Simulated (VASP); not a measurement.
# SiNi2 (P6_3/mmc) in VASP: further runs

The runs below take SiNi2 through single point, with PBE.

All numbers are computed with VASP 6.6.1; they aren't measurements. Logs are shortened: lines on timing, memory, paths and dates and some standing lists are left out, and cuts for length are marked.

**1. The cell of the first run**

The structure is hexagonal, space group P6_3/mmc (No. 194). Conventional cell: a = 3.896 Å, b = 3.896 Å, c = 5.091 Å, α = 90.00°, β = 90.00°, γ = 120.00°. Within 3.0 Å of Si (site symmetry -6m2) lie 11 Ni at 2.25 to 2.58 Å. Ni (site symmetry -3m) has 8 Ni at 2.55 to 2.58 Å and 6 Si at 2.58 Å within 3.4 Å. Within 3.0 Å of Ni (site symmetry -6m2) lie 5 Si at 2.25 to 2.55 Å and 6 Ni at 2.58 Å.

**2. Single point, PBE (uniaxial strain along c: +2.0 %, then relaxed in part)**

The input, INCAR:

```
PREC = Accurate ; ENCUT = 520
EDIFF = 1E-7 ; ISMEAR = 0
SIGMA = 0.1 ; LREAL = F
LASPH = T ; NELM = 80
ALGO = Fast ; ISIF = 2
LWAVE = F ; LCHARG = T
GGA = PE ; LELF = T
LVHAR = T ; NBANDS = 33
```

The input, KPOINTS:

```
regular mesh
0
Gamma
  12 12 8
```

The input, POSCAR:

```
SiNi2
1.0
    3.8958186084      0.0000000000      0.0000000000
   -1.9479093042      3.3738778834      0.0000000000
    0.0000000000      0.0000000000      5.0912812473
Si Ni
2 4
Direct
    0.3333333340      0.6666666660      0.7500000000
    0.6666666660      0.3333333340      0.2500000000
    0.0000000000      0.0000000000      0.0000000000
    0.0000000000      0.0000000000      0.5000000000
    0.3333333337      0.6666666663      0.2500000000
    0.6666666663      0.3333333337      0.7500000000
```

Potentials or basis: VASP PAW PBE potentials, release 64 (Si, Ni).

The run is started by

```
$ cat potpaw_PBE.64/Si/POTCAR potpaw_PBE.64/Ni/POTCAR > POTCAR
$ mpirun -np 1 vasp_std > vasp.out
```

OUTCAR:

```text
PREC = Accurate
   ENCUT = 520
   EDIFF = 1E-7
   ISMEAR = 0
   LREAL = F
   LASPH = T
   NELM = 80
   ISIF = 2
   GGA = PE

 ion  position               nearest neighbor table
   1  0.333  0.667  0.750-   6 2.25   6 2.25   6 2.25   5 2.55   5 2.55   4 2.58   3 2.58   4 2.58
                             3 2.58   3 2.58   4 2.58
   2  0.667  0.333  0.250-   5 2.25   5 2.25   5 2.25   6 2.55   6 2.55   3 2.58   4 2.58   3 2.58
                             4 2.58   3 2.58   4 2.58
   3  0.000  0.000  0.000-   4 2.55   4 2.55   1 2.58   2 2.58   2 2.58   1 2.58   6 2.58   5 2.58
                             6 2.58   5 2.58   6 2.58   5 2.58   1 2.58   2 2.58
   4  0.000  0.000  0.500-   3 2.55   3 2.55   1 2.58   2 2.58   2 2.58   1 2.58   6 2.58   5 2.58
                             6 2.58   5 2.58   6 2.58   5 2.58   1 2.58   2 2.58
   5  0.333  0.667  0.250-   2 2.25   2 2.25   2 2.25   1 2.55   1 2.55   4 2.58   3 2.58   4 2.58
                             3 2.58   3 2.58   4 2.58
   6  0.667  0.333  0.750-   1 2.25   1 2.25   1 2.25   2 2.55   2 2.55   3 2.58   4 2.58   3 2.58
                             4 2.58   3 2.58   4 2.58

  LATTYP: Found a hexagonal cell.
 ALAT       =     3.8958186084
 C/A-ratio  =     1.3068578800

  Lattice vectors:

 A1 = (   3.8958186084,   0.0000000000,   0.0000000000)
 A2 = (  -1.9479093042,   3.3738778834,   0.0000000000)
 A3 = (   0.0000000000,   0.0000000000,   5.0912812473)

Analysis of symmetry for initial positions (statically):
=====================================================================
 Subroutine PRICEL returns:
 Original cell was already a primitive cell.

 Routine SETGRP: Setting up the symmetry group for a
 hexagonal supercell.

 Subroutine GETGRP returns: Found 24 space group operations
 (whereof 12 operations were pure point group operations)
 out of a pool of 24 trial point group operations.

The static configuration has the point symmetry D_3d.
 The point group associated with its full space group is D_6h.

Analysis of symmetry for dynamics (positions and initial velocities):
=====================================================================
 Subroutine PRICEL returns:
 Original cell was already a primitive cell.

 Routine SETGRP: Setting up the symmetry group for a
 hexagonal supercell.

 Subroutine GETGRP returns: Found 24 space group operations
 (whereof 12 operations were pure point group operations)
 out of a pool of 24 trial point group operations.

The dynamic configuration has the point symmetry D_3d.
 The point group associated with its full space group is D_6h.

 Subroutine INISYM returns: Found 24 space group operations
 (whereof 12 operations are pure point group operations),
 and found     1 'primitive' translations

----------------------------------------------------------------------------------------

                                     Primitive cell

  volume of cell :      66.9199

  direct lattice vectors                    reciprocal lattice vectors
     3.895818608  0.000000000  0.000000000     0.256685462  0.148197421  0.000000000
    -1.947909304  3.373877883  0.000000000     0.000000000  0.296394841  0.000000000
     0.000000000  0.000000000  5.091281247     0.000000000  0.000000000  0.196414213

  length of vectors
     3.895818608  3.895818608  5.091281247     0.296394841  0.296394841  0.196414213

  position of ions in fractional coordinates (direct lattice)
     0.333333334  0.666666666  0.750000000
     0.666666666  0.333333334  0.250000000
     0.000000000  0.000000000  0.000000000
     0.000000000  0.000000000  0.500000000
     0.333333334  0.666666666  0.250000000
     0.666666666  0.333333334  0.750000000

  ion indices of the primitive-cell ions
   primitive index   ion index
                 1           1
                 2           2
                 3           3
                 4           4
                 5           5
                 6           6

----------------------------------------------------------------------------------------

 KPOINTS: regular mesh

Automatic generation of k-mesh.
 Grid dimensions read from file:
 generate k-points for:   12   12    8

 Generating k-lattice:

  Cartesian coordinates                     Fractional coordinates (reciprocal lattice)
     0.021390455  0.012349785  0.000000000     0.083333333 -0.000000000  0.000000000
     0.000000000  0.024699570  0.000000000     0.000000000  0.083333333  0.000000000
     0.000000000  0.000000000  0.024551777     0.000000000  0.000000000  0.125000000

  Length of vectors
     0.024699570  0.024699570  0.024551777

  Shift w.r.t. Gamma in fractional coordinates (k-lattice)
     0.000000000  0.000000000  0.000000000

 Subroutine IBZKPT returns following result:
 ===========================================

 Found     95 irreducible k-points:

 Following reciprocal coordinates:
            Coordinates               Weight
  0.000000  0.000000  0.000000      1.000000
  0.083333 -0.000000  0.000000      6.000000
  0.166667 -0.000000  0.000000      6.000000
  0.250000 -0.000000  0.000000      6.000000
  0.333333  0.000000  0.000000      6.000000
  0.416667 -0.000000  0.000000      6.000000
[... 16 lines left out ...]
  0.250000 -0.000000  0.125000     12.000000
  0.333333  0.000000  0.125000     12.000000
 [... further k-points ...]
   k-points           NKPTS =     95   k-points in BZ     NKDIM =     95   number of bands    NBANDS=     33
   number of dos      NEDOS =    301   number of ions     NIONS =      6
   total plane-waves  NPLWV =  36000
   dimension x,y,z NGX =    30 NGY =   30 NGZ =   40
   dimension x,y,z NGXF=    60 NGYF=   60 NGZF=   80
   ions per type =               2   4
   NGX,Y,Z   is equivalent  to a cutoff of  12.80, 12.80, 13.06 a.u.
   NGXF,Y,Z  is equivalent  to a cutoff of  25.60, 25.60, 26.12 a.u.
 SYSTEM =  unknown system
   PREC   = accura    normal or accurate (medium, high low for compatibility)
   ISTART =      0    job   : 0-new  1-cont  2-samecut
   ICHARG =      2    charge: 1-file 2-atom 10-const
   ISPIN  =      1    spin polarized calculation?
   LNONCOLLINEAR =      F non collinear calculations
   LSORBIT =      F    spin-orbit coupling
   LASPH  =      T    aspherical Exc in radial PAW
   ENCUT  =  520.0 eV  38.22 Ry    6.18 a.u.   7.24  7.24  9.47*2*pi/ulx,y,z
   NELM   =     80;   NELMIN=  2; NELMDL= -5     # of ELM steps
   EDIFF  = 0.1E-06   stopping-criterion for ELM
   LREAL  =      F    real-space projection
   EDIFFG = 0.1E-05   stopping-criterion for IOM
   NSW    =      0    number of steps for IOM
   IBRION =     -1    ionic relax: 0-MD 1-quasi-New 2-CG
   NFREE  =      0    steps in history (QN), initial steepest desc. (CG)
   ISIF   =      2    stress and relaxation
   ISYM   =      2    0-nonsym 1-usesym 2-fastsym
   POTIM  = 0.5000    time-step for ionic-motion
   TEBEG  =    0.0;   TEEND  =   0.0 temperature during run
   PSTRESS=    0.0 pullay stress
   NELECT =      48.0000    total number of electrons
   NUPDOWN=      -1.0000    fix difference up-down
   EMIN   =  10.00;   EMAX   =-10.00  energy-range for DOS
   EFERMI =   0.00;   METHOD = LEGACY
   ISMEAR =     0;   SIGMA  =   0.10  broadening in eV -4-tet -1-fermi 0-gaus
   EFERMI_NEDOS =   21; number of points for ismear=-14 and -15
   IALGO  =     68    algorithm
   IMIX   =      4    mixing-type and parameters
     AMIX     =   0.40;   BMIX     =  1.00
     AMIX_MAG =   1.60;   BMIX_MAG =  1.00
  volume/ion in A,a.u.               =      11.15        75.27
  Fermi-wavevector in a.u.,A,eV,Ry     =   1.465447  2.769294 29.218996  2.147536
  Thomas-Fermi vector in A             =   2.581303
   LORBIT       =      0    0 simple, 1 ext, 2 COOP (PROOUT), +10 PAW based schemes
   GGA     = PE    functional components
   LHFCALC =     F    Hartree Fock is set to
   AEXX    =    0.0000 exact exchange contribution
   IVDW    =     0    specifies the selected vdW correction
   LEPSILON=     F    determine dielectric tensor
   LRPA    =     F    only Hartree local field effects (RPA)
 non-spin polarized calculation
 RMM-DIIS sequential band-by-band and
 Gauss-broadening in eV      SIGMA  =   0.10
  energy-cutoff  :      520.00
  volume of cell :       66.92
 maximum number of plane-waves:      1825
 NGX is ok and might be reduce to    30
   NGX = 15   NGY = 15   NGZ = 19

 number of electron      48.0000055 magnetization

 Free energy of the ion-electron system (eV)
  ---------------------------------------------------
  ext. energy  EPLUGINS =         0.00000000
  ---------------------------------------------------
  free energy    TOTEN  =       -35.74821973 eV

  energy without entropy =      -35.72948635  energy(sigma->0) =      -35.73885304

 E-fermi :  10.7783     XC(G=0): -12.8216

 val. band max:       10.7670940204   @ k =   0.1667   0.1667   0.1250
 cond. band min:      10.7783637794   @ k =   0.2500  -0.0000   0.3750
 fundamental gap:      0.0112697590
 Fermi energy:        10.7782579769

 k-point     1 :       0.0000    0.0000    0.0000
  band No.  band energies     occupation
      1      -1.5934      2.00000
      2       2.5416      2.00000
      3       4.4271      2.00000
      4       5.8806      2.00000
      5       5.8806      2.00000
      6       6.9568      2.00000
[... 25 lines left out ...]
     32      16.2722      0.00000
     33      19.0368      0.00000

 k-point     2 :       0.0833   -0.0000    0.0000
  band No.  band energies     occupation
      1      -1.5041      2.00000
      2       2.5670      2.00000
      3       4.4914      2.00000
      4       5.8594      2.00000
      5       5.9263      2.00000
      6       6.6899      2.00000
[... 25 lines left out ...]
     32      16.8229      0.00000
     33      18.3928      0.00000

 k-point     3 :       0.1667   -0.0000    0.0000
  band No.  band energies     occupation
      1      -1.2392      2.00000
      2       2.6258      2.00000
      3       4.6804      2.00000
      4       5.7430      2.00000
      5       6.0610      2.00000
      6       6.2895      2.00000
[... 25 lines left out ...]
     32      17.4552      0.00000
     33      18.1468      0.00000

 k-point     4 :       0.2500   -0.0000    0.0000
  band No.  band energies     occupation
      1      -0.8078      2.00000
      2       2.6572      2.00000
      3       4.9800      2.00000
      4       5.2926      2.00000
      5       6.0630      2.00000
      6       6.2778      2.00000
[... 25 lines left out ...]
     32      17.6082      0.00000
     33      18.2060      0.00000

 k-point     5 :       0.3333    0.0000    0.0000
  band No.  band energies     occupation
      1      -0.2299      2.00000
      2       2.5363      2.00000
      3       4.6488      2.00000
      4       5.3619      2.00000
      5       6.1093      2.00000
      6       6.5628      2.00000
[... 604 lines left out ...]
 k-point    22 :       0.1667   -0.0000    0.1250
  band No.  band energies     occupation
      1      -1.1521      2.00000
      2       2.2803      2.00000
      3       4.8571      2.00000
      4       5.8789      2.00000
      5       6.0789      2.00000
      6       6.2720      2.00000
[... 25 lines left out ...]
     32      17.1301      0.00000
     33      18.2553      0.00000

 k-point    23 :       0.2500   -0.0000    0.1250
  band No.  band energies     occupation
      1      -0.7227      2.00000
      2       2.4219      2.00000
      3       4.7953      2.00000
      4       5.5629      2.00000
      5       6.1707      2.00000
      6       6.2927      2.00000
[... 25 lines left out ...]
     32      17.4080      0.00000
     33      18.2497      0.00000

 k-point    24 :       0.3333    0.0000    0.1250
  band No.  band energies     occupation
      1      -0.1482      2.00000
      2       2.4428      2.00000
      3       4.4473      2.00000
      4       5.3507      2.00000
      5       6.3557      2.00000
      6       6.5726      2.00000
[... 25 lines left out ...]
     32      17.7305      0.00000
     33      19.1767      0.00000

 [... further k-points ...]

------------------------ aborting loop because EDIFF is reached ----------------------------------------

  FORCE on cell =-STRESS in cart. coord.  units (eV):
  Direction    XX          YY          ZZ          XY          YZ          ZX
  --------------------------------------------------------------------------------------
  -------------------------------------------------------------------------------------
  Total        0.0327488      0.0327488     -2.0851396      0.0000000      0.0000000      0.0000000
  in kB        0.7840616      0.7840616    -49.9218352      0.0000000      0.0000000      0.0000000
  external PRESSURE =     -16.1179040 kB  Pullay stress =       0.0000000 kB

 VOLUME and BASIS-vectors are now :
 -----------------------------------------------------------------------------
  energy-cutoff  :      520.00
  volume of cell :       66.92
      direct lattice vectors                 reciprocal lattice vectors
     3.895818608  0.000000000  0.000000000     0.256685462  0.148197421  0.000000000
    -1.947909304  3.373877883  0.000000000     0.000000000  0.296394841  0.000000000
     0.000000000  0.000000000  5.091281247     0.000000000  0.000000000  0.196414213

 POSITION                                       TOTAL-FORCE (eV/Angst)
 -----------------------------------------------------------------------------------
      0.00000      2.24925      3.81846        -0.000000      0.000000      0.000000
      1.94791      1.12463      1.27282        -0.000000      0.000000      0.000000
      0.00000      0.00000      0.00000        -0.000000      0.000000      0.000000
      0.00000      0.00000      2.54564        -0.000000      0.000000      0.000000
      0.00000      2.24925      1.27282         0.000000     -0.000000      0.000000
      1.94791      1.12463      3.81846        -0.000000      0.000000      0.000000
 -----------------------------------------------------------------------------------
    total drift:                                0.000000     -0.000000      0.000000

  FREE ENERGIE OF THE ION-ELECTRON SYSTEM (eV)
  ---------------------------------------------------
  free  energy   TOTEN  =       -35.7482197325 eV

  energy  without entropy=      -35.7294863498  energy(sigma->0) =      -35.73885304
```

Run time: 4.8 min. Hardware: 1 thread of Intel Xeon Platinum 8259CL at 2.50GHz (Skylake/Cascade Lake), shared host; peak memory 0.3 GiB.

Results:

```
Free energy            : -35.7482 eV
Pressure               : -1.6 GPa
Band gap on the k mesh : zero (bands 24 and 25 overlap by 3.35 eV)
```

Caveat: the cell differs from its parent crystal (uniaxial strain along c: +2.0 %, then relaxed in part). Spin polarisation is off, so any magnetic state and its effect on volume and gap are missing.

**3. Single point, PBE (uniaxial strain along c: +2.0 %)**

The input, INCAR:

```
SYSTEM = SiNi2
PREC = Accurate ; ENCUT = 520
EDIFF = 1E-6 ; ISMEAR = 0
SIGMA = 0.1 ; LREAL = .FALSE.
LASPH = .TRUE. ; NELM = 60
ALGO = Fast ; ISIF = 2
LWAVE = .FALSE. ; LCHARG = .FALSE.
GGA = PE ; NBANDS = 33
```

The input, KPOINTS:

```
regular mesh
0
G
  12 12 8
  0 0 0
```

The input, POSCAR:

```
SiNi2
1.0
    3.8923666626      0.0000000000      0.0000000000
   -1.9461833313      3.3708884106      0.0000000000
    0.0000000000      0.0000000000      5.0912812473
Si Ni
2 4
Direct
    0.3333333333      0.6666666667      0.7500000000
    0.6666666667      0.3333333333      0.2500000000
    0.0000000000      0.0000000000      0.0000000000
    0.0000000000      0.0000000000      0.5000000000
    0.3333333333      0.6666666667      0.2500000000
    0.6666666667      0.3333333333      0.7500000000
```

Potentials or basis: VASP PAW PBE potentials, release 64 (Si, Ni).

The run is started by

```
$ cat potpaw_PBE.64/Si/POTCAR potpaw_PBE.64/Ni/POTCAR > POTCAR
$ mpirun -np 1 vasp_std > vasp.out
```

Run time: 4.3 min. Hardware: 1 thread of Intel Xeon Platinum 8259CL at 2.50GHz (Skylake/Cascade Lake), shared host; peak memory 0.29 GiB.

Results (log left out):

- Free energy: -35.7480 eV
- Pressure: -1.0 GPa
- Band gap on the k mesh: zero (bands 24 and 25 overlap by 3.37 eV)

Stress tensor (GPa, compression positive):
```
 0.74  0.00  0.00
 0.00  0.74  0.00
 0.00  0.00 -4.62
```

Levels at points of the mesh, in eV from the Fermi level:
```
           k point  band 22  band 23  band 24  band 25  band 26  band 27
(0.00, 0.00, 0.00)    -0.59     0.03     2.77     2.88     2.88     2.89
(0.50, 0.00, 0.00)    -1.15    -0.97    -0.66    -0.58     1.01     1.80
(0.00, 0.00, 0.50)    -1.19     1.96     1.96     3.29     3.29     3.29
(0.50, 0.00, 0.50)    -1.21    -0.90    -0.90     0.94     0.94     2.90
```

Caveat: the cell differs from its parent crystal (uniaxial strain along c: +2.0 %). Spin polarisation is off, so any magnetic state and its effect on volume and gap are missing.

[end of part 1 of 3]
